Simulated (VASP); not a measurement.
The system is CuO.

```
CELL_PARAMETERS angstrom
0.00000 2.15807 2.15807
2.15807 0.00000 2.15807
2.15807 2.15807 0.00000
ATOMIC_POSITIONS crystal
Cu 0.02950 0.02810 0.90803
O 0.47050 0.47190 0.59197
```

Base run:

```yaml
Program: VASP 6.6.1
Functional: BLYP
Potentials_or_basis: VASP PAW PBE potentials, release 64 (Cu, O)
Cutoff: 520 eV
k_mesh: 11 × 11 × 11
Occupations: fermi-dirac, width 0.05 eV
Spin: no spin polarisation
```

Its results: band gap on the k mesh zero (an odd number of electrons rules out a gap without spin polarisation); pressure 13.9 GPa; largest force 0.699 eV/Å.

Question: The run is repeated on the same cell with these changes: functional from BLYP to PBEsol. What comes out?

Answer: Band gap on the k mesh zero (an odd number of electrons rules out a gap without spin polarisation); pressure -1.5 GPa; largest force 0.469 eV/Å.

PBEsol binds more tightly than BLYP, so the same cell stands under less pressure.

Caveats: the PAW data sets were made with another functional, which shifts forces and pressure a little; an odd number of electrons without spin polarisation forces a metal; a magnetic or distorted state may lie lower; semilocal functionals often make such compounds metallic where correlation or magnetic order opens a gap, which also shifts bond lengths; the cell stands under pressure (at least some runs).
